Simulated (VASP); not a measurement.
A run of VASP 6.6.1 is set up as follows.

Contents of INCAR:

```
ALGO = Normal
EDIFF = 1E-6
ENCUT = 520
GGA = PE
ISIF = 2
ISMEAR = -1
LASPH = T
LCHARG = F
LREAL = F
LWAVE = F
NBANDS = 34
NELM = 80
PREC = Accurate
SIGMA = 0.05
```

Contents of KPOINTS:

```
k-points
0
Gamma
  6 6 6
```

Contents of POSCAR:

```
HfRu3
1.0
    3.7975420800      0.0000000000      0.0000000000
    0.0000000000      3.7975420800      0.0000000000
    0.0000000000      0.0000000000      3.9557730000
Hf Ru
1 3
Direct
    0.0000000000      0.0000000000      0.0000000000
    0.0000000000      0.5000000000      0.5000000000
    0.5000000000      0.0000000000      0.5000000000
    0.5000000000      0.5000000000      0.0000000000
```

Potentials or basis: VASP PAW PBE potentials, release 64 (Hf_pv, Ru_pv).

Command:

```bash
$ cat potpaw_PBE.64/Hf_pv/POTCAR potpaw_PBE.64/Ru_pv/POTCAR > POTCAR
$ mpirun -np 1 vasp_std > vasp.out
```

(1) Predict the band gap on the k mesh.

(2) Estimate the pressure.

## Answers

(1) zero (bands 26 and 27 overlap by 3.23 eV).

(2) 20.6 GPa.

Caveat: the cell stands under pressure; spin-orbit coupling is left out, which moves the levels of the heavy elements.
